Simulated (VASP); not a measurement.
# TePb (Fm-3m) in VASP: settings compared

Aim: see how the results for TePb move with the level of theory and the settings. Levels: PBE, LDA. Tasks: relaxation of cell and atoms, single point.

Program: VASP 6.6.1. These are calculated values, not measurements. Logs are shortened: lines on timing, memory, paths and dates and some standing lists are left out, and cuts for length are marked.

### 1 The cell of the first run

The structure is cubic, space group Fm-3m (No. 225). Conventional cell: a = 6.462 Å, b = 6.462 Å, c = 6.462 Å, α = 90.00°, β = 90.00°, γ = 90.00°. Pb (site symmetry m-3m) has 6 Te at 3.23 Å within 4.3 Å. Within 4.3 Å of Te (site symmetry m-3m) lie 6 Pb at 3.23 Å.

### 2 Relaxation of cell and atoms, PBE

File INCAR:

```
SYSTEM = TePb
ALGO = Normal
EDIFF = 1E-7
EDIFFG = -0.01
ENCUT = 600
GGA = PE
IBRION = 2
ISIF = 3
ISMEAR = -1
LASPH = .True.
LCHARG = .False.
LREAL = .False.
LWAVE = .False.
NELM = 60
NSW = 80
PREC = Accurate
SIGMA = 0.05
```

File KPOINTS:

```
k-points
0
Gamma
  5 5 5
  0 0 0
```

File POSCAR:

```
TePb
1.0
    0.0000000000      3.2310000000      3.2310000000
    3.2310000000      0.0000000000      3.2310000000
    3.2310000000      3.2310000000      0.0000000000
Pb Te
1 1
Direct
    0.0000000000      0.0000000000      0.0000000000
    0.5000000000      0.5000000000      0.5000000000
```

Potentials or basis: VASP PAW PBE potentials, release 64 (Pb_d, Te).

Command:

```bash
cat potpaw_PBE.64/Pb_d/POTCAR potpaw_PBE.64/Te/POTCAR > POTCAR
mpirun -np 1 vasp_std > vasp.out
```

OUTCAR:

```text
SYSTEM = TePb
   EDIFF = 1E-7
   EDIFFG = -0.01
   ENCUT = 600
   GGA = PE
   IBRION = 2
   ISIF = 3
   ISMEAR = -1
   LASPH = .True.
   LREAL = .False.
   NELM = 60
   NSW = 80
   PREC = Accurate

 ion  position               nearest neighbor table
   1  0.000  0.000  0.000-   2 3.23   2 3.23   2 3.23   2 3.23   2 3.23   2 3.23
   2  0.500  0.500  0.500-   1 3.23   1 3.23   1 3.23   1 3.23   1 3.23   1 3.23

  LATTYP: Found a face centered cubic cell.
 ALAT       =     6.4620000000

  Lattice vectors:

 A1 = (   0.0000000000,   3.2310000000,   3.2310000000)
 A2 = (   3.2310000000,   0.0000000000,   3.2310000000)
 A3 = (   3.2310000000,   3.2310000000,   0.0000000000)

Analysis of symmetry for initial positions (statically):
=====================================================================
 Subroutine PRICEL returns:
 Original cell was already a primitive cell.

 Routine SETGRP: Setting up the symmetry group for a
 face centered cubic supercell.

 Subroutine GETGRP returns: Found 48 space group operations
[... 9 lines left out ...]

 Routine SETGRP: Setting up the symmetry group for a
 face centered cubic supercell.

 Subroutine GETGRP returns: Found 48 space group operations
[... 11 lines left out ...]
                                     Primitive cell

  volume of cell :      67.4592

  direct lattice vectors                    reciprocal lattice vectors
     0.000000000  3.231000000  3.231000000    -0.154750851  0.154750851  0.154750851
     3.231000000  0.000000000  3.231000000     0.154750851 -0.154750851  0.154750851
     3.231000000  3.231000000  0.000000000     0.154750851  0.154750851 -0.154750851

  length of vectors
     4.569324020  4.569324020  4.569324020     0.268036337  0.268036337  0.268036337

  position of ions in fractional coordinates (direct lattice)
     0.000000000  0.000000000  0.000000000
     0.500000000  0.500000000  0.500000000

  ion indices of the primitive-cell ions
   primitive index   ion index
                 1           1
                 2           2

----------------------------------------------------------------------------------------

 KPOINTS: k-points

Automatic generation of k-mesh.
 Grid dimensions read from file:
 generate k-points for:    5    5    5

 Generating k-lattice:

  Cartesian coordinates                     Fractional coordinates (reciprocal lattice)
    -0.030950170  0.030950170  0.030950170     0.200000000  0.000000000  0.000000000
     0.030950170 -0.030950170  0.030950170     0.000000000  0.200000000  0.000000000
     0.030950170  0.030950170 -0.030950170     0.000000000  0.000000000  0.200000000

  Length of vectors
     0.053607267  0.053607267  0.053607267

  Shift w.r.t. Gamma in fractional coordinates (k-lattice)
     0.000000000  0.000000000  0.000000000

 Subroutine IBZKPT returns following result:
 ===========================================

 Found     10 irreducible k-points:

 Following reciprocal coordinates:
            Coordinates               Weight
  0.000000  0.000000  0.000000      1.000000
  0.200000  0.000000  0.000000      8.000000
  0.400000  0.000000  0.000000      8.000000
  0.200000  0.200000  0.000000      6.000000
  0.400000  0.200000  0.000000     24.000000
 -0.400000  0.200000  0.000000     24.000000
 -0.200000  0.200000  0.000000     12.000000
  0.400000  0.400000  0.000000      6.000000
 -0.400000  0.400000  0.000000     12.000000
 -0.400000  0.400000  0.200000     24.000000
   k-points           NKPTS =     10   k-points in BZ     NKDIM =     10   number of bands    NBANDS=     14
   number of dos      NEDOS =    301   number of ions     NIONS =      2
   total plane-waves  NPLWV =  64000
   dimension x,y,z NGX =    40 NGY =   40 NGZ =   40
   dimension x,y,z NGXF=    80 NGYF=   80 NGZF=   80
   ions per type =               1   1
   NGX,Y,Z   is equivalent  to a cutoff of  14.55, 14.55, 14.55 a.u.
   NGXF,Y,Z  is equivalent  to a cutoff of  29.11, 29.11, 29.11 a.u.
 SYSTEM =  TePb
   PREC   = accura    normal or accurate (medium, high low for compatibility)
   ISTART =      0    job   : 0-new  1-cont  2-samecut
   ICHARG =      2    charge: 1-file 2-atom 10-const
   ISPIN  =      1    spin polarized calculation?
   LNONCOLLINEAR =      F non collinear calculations
   LSORBIT =      F    spin-orbit coupling
   LASPH  =      T    aspherical Exc in radial PAW
   ENCUT  =  600.0 eV  44.10 Ry    6.64 a.u.   9.13  9.13  9.13*2*pi/ulx,y,z
   NELM   =     60;   NELMIN=  2; NELMDL= -5     # of ELM steps
   EDIFF  = 0.1E-06   stopping-criterion for ELM
   LREAL  =      F    real-space projection
   EDIFFG = -.1E-01   stopping-criterion for IOM
   NSW    =     80    number of steps for IOM
   IBRION =      2    ionic relax: 0-MD 1-quasi-New 2-CG
   NFREE  =      1    steps in history (QN), initial steepest desc. (CG)
   ISIF   =      3    stress and relaxation
   ISYM   =      2    0-nonsym 1-usesym 2-fastsym
   POTIM  = 0.5000    time-step for ionic-motion
   TEBEG  =    0.0;   TEEND  =   0.0 temperature during run
   PSTRESS=    0.0 pullay stress
   NELECT =      20.0000    total number of electrons
   NUPDOWN=      -1.0000    fix difference up-down
   EMIN   =  10.00;   EMAX   =-10.00  energy-range for DOS
   EFERMI =   0.00;   METHOD = LEGACY
   ISMEAR =    -1;   SIGMA  =   0.05  broadening in eV -4-tet -1-fermi 0-gaus
   EFERMI_NEDOS =   21; number of points for ismear=-14 and -15
   IALGO  =     38    algorithm
   IMIX   =      4    mixing-type and parameters
     AMIX     =   0.40;   BMIX     =  1.00
     AMIX_MAG =   1.60;   BMIX_MAG =  1.00
  volume/ion in A,a.u.               =      33.73       227.62
  Fermi-wavevector in a.u.,A,eV,Ry     =   1.091619  2.062861 16.213147  1.191633
  Thomas-Fermi vector in A             =   2.227868
   LORBIT       =      0    0 simple, 1 ext, 2 COOP (PROOUT), +10 PAW based schemes
   GGA     = PE    functional components
   LHFCALC =     F    Hartree Fock is set to
   AEXX    =    0.0000 exact exchange contribution
   IVDW    =     0    specifies the selected vdW correction
   LEPSILON=     F    determine dielectric tensor
   LRPA    =     F    only Hartree local field effects (RPA)
 conjugate gradient relaxation of ions
 non-spin polarized calculation
  energy-cutoff  :      600.00
  volume of cell :       67.46
 maximum number of plane-waves:      2263
 NGX is ok and might be reduce to    40
   NGX = 19   NGY = 19   NGZ = 19

--------------------------------------- Ionic step        1  -------------------------------------------

 number of electron      19.9999998 magnetization

 Free energy of the ion-electron system (eV)
  ---------------------------------------------------
  ext. energy  EPLUGINS =         0.00000000
  ---------------------------------------------------
  free energy    TOTEN  =        -7.50278202 eV

  energy without entropy =       -7.50278058  energy(sigma->0) =       -7.50278130

------------------------ aborting loop because EDIFF is reached ----------------------------------------

  FORCE on cell =-STRESS in cart. coord.  units (eV):
  Direction    XX          YY          ZZ          XY          YZ          ZX
  --------------------------------------------------------------------------------------
  -------------------------------------------------------------------------------------
  Total        0.8929828      0.8929828      0.8929828     -0.0000000      0.0000000      0.0000000
  in kB       21.2086397     21.2086397     21.2086397     -0.0000000      0.0000000      0.0000000
  external PRESSURE =      21.2086397 kB  Pullay stress =       0.0000000 kB

 VOLUME and BASIS-vectors are now :
 -----------------------------------------------------------------------------
  energy-cutoff  :      600.00
  volume of cell :       67.46
      direct lattice vectors                 reciprocal lattice vectors
     0.000000000  3.231000000  3.231000000    -0.154750851  0.154750851  0.154750851
     3.231000000  0.000000000  3.231000000     0.154750851 -0.154750851  0.154750851
     3.231000000  3.231000000  0.000000000     0.154750851  0.154750851 -0.154750851
[... 37 lines left out ...]
 POSITION                                       TOTAL-FORCE (eV/Angst)
 -----------------------------------------------------------------------------------
      3.30060      3.30060      0.00000        -0.000000      0.000000      0.000000
      3.30060      3.30060      3.30060         0.000000     -0.000000     -0.000000
 -----------------------------------------------------------------------------------
    total drift:                                0.000000     -0.000000     -0.000000

  FREE ENERGIE OF THE ION-ELECTRON SYSTEM (eV)
  ---------------------------------------------------
  free  energy   TOTEN  =        -7.5221700265 eV

  energy  without entropy=       -7.5221690693  energy(sigma->0) =       -7.52216955

--------------------------------------- Ionic step        3  -------------------------------------------

 number of electron      20.0000002 magnetization

 Free energy of the ion-electron system (eV)
  ---------------------------------------------------
  ext. energy  EPLUGINS =         0.00000000
  ---------------------------------------------------
  free energy    TOTEN  =        -7.52411395 eV

  energy without entropy =       -7.52411291  energy(sigma->0) =       -7.52411343

 E-fermi :   5.5176     XC(G=0):  -9.0833

 val. band max:        4.8826849388   @ k =  -0.2000   0.2000   0.0000
 cond. band min:       6.1192647789   @ k =   0.4000   0.0000   0.0000
 fundamental gap:      1.2365798401
 Fermi energy:         5.5176299160

 k-point     1 :       0.0000    0.0000    0.0000
  band No.  band energies     occupation
      1     -11.6420      2.00000
      2     -11.6420      2.00000
      3     -11.6362      2.00000
      4     -11.6362      2.00000
      5     -11.6362      2.00000
      6      -6.6170      2.00000
      7      -0.7067      2.00000
      8       3.8448      2.00000
      9       3.8448      2.00000
     10       3.8448      2.00000
     11       9.0294      0.00000
     12       9.0294      0.00000
     13       9.0294      0.00000
     14      10.9157      0.00000

 k-point     2 :       0.2000    0.0000    0.0000
  band No.  band energies     occupation
      1     -11.6457      2.00000
      2     -11.6457      2.00000
      3     -11.6353      2.00000
      4     -11.6316      2.00000
      5     -11.6316      2.00000
      6      -6.3029      2.00000
      7      -1.5586      2.00000
      8       3.9424      2.00000
      9       3.9424      2.00000
     10       4.2617      2.00000
[... 160 lines left out ...]
 POSITION                                       TOTAL-FORCE (eV/Angst)
 -----------------------------------------------------------------------------------
      0.00000      0.00000      0.00000         0.000000      0.000000      0.000000
      3.28390      3.28390      3.28390         0.000000      0.000000     -0.000000
 -----------------------------------------------------------------------------------
    total drift:                                0.000000     -0.000000     -0.000000

  FREE ENERGIE OF THE ION-ELECTRON SYSTEM (eV)
  ---------------------------------------------------
  free  energy   TOTEN  =        -7.5241139500 eV

  energy  without entropy=       -7.5241129133  energy(sigma->0) =       -7.52411343

 reached required accuracy - stopping structural energy minimisation
```

It took 89 s on 1 thread of Intel Xeon 8259CL, shared host; peak memory 0.24 GiB.

Results:

```
Free energy                            : -7.5241 eV
Relaxed volume                         : 35.41 Å³/atom
Relaxed cell                           : a = 4.644 Å, b = 4.644 Å, c = 4.644 Å, α = 60.00°, β = 60.00°, γ = 60.00°
Space group after relaxing (to 0.05 Å) : Fm-3m (No. 225)
Energy gained by relaxing              : 10.7 meV/atom
Ionic steps                            : 3
Pressure after relaxing                : 0.0 GPa
```

The path:
```csv
step,energy change (eV),largest force (eV/Å),pressure (GPa),volume (Å³)
1,0.0000,0.0000,2.12,67.46
2,-0.0194,0.0000,-0.57,71.91
3,-0.0213,0.0000,0.01,70.83
```

Final structure:
```
Pb Te
1.0
     0.00000    3.28390    3.28390
     3.28390    0.00000    3.28390
     3.28390    3.28390    0.00000
Pb Te
1 1
Direct
  0.00000 0.00000 0.00000
  0.50000 0.50000 0.50000
```

Caveat: this odd mesh misses L, where the gap lies, so gap, dielectric constants and Born charges aren't listed; spin-orbit coupling is left out, which moves the levels of the heavy elements.

(Continued in part 2 of 2.)
